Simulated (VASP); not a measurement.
A run of VASP 6.6.1:

File POSCAR:

```
Al
1.0
    0.0000000000      2.0248050000      2.0248050000
    2.0248050000      0.0000000000      2.0248050000
    2.0248050000      2.0248050000      0.0000000000
Al
1
Direct
    0.0000000000      0.0000000000      0.0000000000
```

Contents of INCAR.step1:

```
PREC     = Accurate       # precision mode
ENCUT    = 600            # plane-wave cutoff, eV
ISMEAR   = 0              # smearing method
SIGMA    = 0.1            # smearing width, eV
LREAL    = F              # projectors in reciprocal space
LASPH    = T              # aspherical terms in the spheres
NELM     = 60             # most SCF steps
GGA      = PE             # functional
ALGO     = Normal         # electronic algorithm
EDIFF    = 1E-4           # SCF threshold, eV
LWAVE    = T              # write WAVECAR
LCHARG   = F              # write CHGCAR
```

The input INCAR.step2:

```
PREC     = Accurate       # precision mode
ENCUT    = 600            # plane-wave cutoff, eV
EDIFF    = 1E-6           # SCF threshold, eV
ISMEAR   = 0              # smearing method
SIGMA    = 0.1            # smearing width, eV
LREAL    = F              # projectors in reciprocal space
LASPH    = T              # aspherical terms in the spheres
NELM     = 60             # most SCF steps
ALGO     = Normal         # electronic algorithm
ISIF     = 3              # what is computed and relaxed
LWAVE    = F              # write WAVECAR
LCHARG   = F              # write CHGCAR
METAGGA  = R2SCAN         # meta-GGA
LMIXTAU  = T            
IBRION   = 2              # ionic algorithm
NSW      = 100            # ionic steps
EDIFFG   = -0.005         # ionic threshold
ISTART   = 1
```

File KPOINTS:

```
regular mesh
0
Gamma
  18 18 18
```

Potentials or basis: VASP PAW PBE potentials, release 64 (Al).

The run is started by

```bash
$ cat potpaw_PBE.64/Al/POTCAR > POTCAR
$ cp INCAR.step1 INCAR
$ mpirun -np 1 vasp_std > vasp.out
$ cp INCAR.step2 INCAR
$ mpirun -np 1 vasp_std > vasp.out
```

Hardware: 1 thread of Intel(R) Xeon(R) Platinum 8488C (Sapphire Rapids), on a shared host.

Task: Estimate the wall time of this run.

Result: Wall time 69 s on 1 thread of Intel(R) Xeon(R) Platinum 8488C (Sapphire Rapids), on a shared host, peak memory 0.15 GiB. Counts: k points 195, ion steps 3.
